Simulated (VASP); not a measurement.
Write the native input for VASP 6.6.1 that does the following.

| Item | Value |
| --- | --- |
| Task | single point |
| Functional | PBEsol |
| Potentials or basis | VASP PAW PBE potentials, release 64 (Sc_sv, Al) |
| Cutoff | 520 eV |
| k mesh | 12 × 12 × 12 |
| Occupations | gaussian, width 0.15 eV |
| Spin | no spin polarisation |
| Dipole correction | no |
| Further INCAR settings | ALGO = Fast; EDIFF = 1e-06; NBANDS = 18 |

The structure of ScAl3 lies in POSCAR:

```
ScAl3
1.0
    4.0712986161      0.0000000000      0.0000000000
    0.0000000000      4.0712986161      0.0000000000
    0.0000000000      0.0000000000      4.2341505607
Sc Al
1 3
Direct
    0.0000000000      0.0000000000      0.0000000000
    0.5000000000      0.0000000000      0.5000000000
    0.0000000000      0.5000000000      0.5000000000
    0.5000000000      0.5000000000      0.0000000000
```

This cell differs from its parent crystal: strain +0.000 along x and y, +0.040 along z.

One way to write it, as run:

INCAR

```
  PREC = Accurate
  ENCUT = 520
  EDIFF = 1E-6
  ISMEAR = 0
  SIGMA = 0.15
  LREAL = False
  LASPH = True
  NELM = 100
  ALGO = Fast
  ISIF = 2
  LWAVE = False
  LCHARG = False
  GGA = PS
  NBANDS = 18
```

KPOINTS

```
regular mesh
0
Gamma
  12 12 12
```

Potentials or basis: VASP PAW PBE potentials, release 64 (Sc_sv, Al).

Run with:

```sh
$ cat potpaw_PBE.64/Sc_sv/POTCAR potpaw_PBE.64/Al/POTCAR > POTCAR
$ mpirun -np 1 vasp_std > vasp.out
```

It gave:

```
Pressure               : -3.0 GPa
Band gap on the k mesh : zero (bands 10 and 11 overlap by 3.76 eV)
```

Caveat: the cell differs from its parent crystal (strain +0.000 along x and y, +0.040 along z); the stress differs along the axes, from -7 to -1 GPa; the PAW data sets were made with another functional, which shifts forces and pressure a little.

Wall time 120 s on 1 thread of AMD EPYC 9R45 96-Core Processor (Zen 5), with other jobs on the host, peak memory 0.31 GiB.
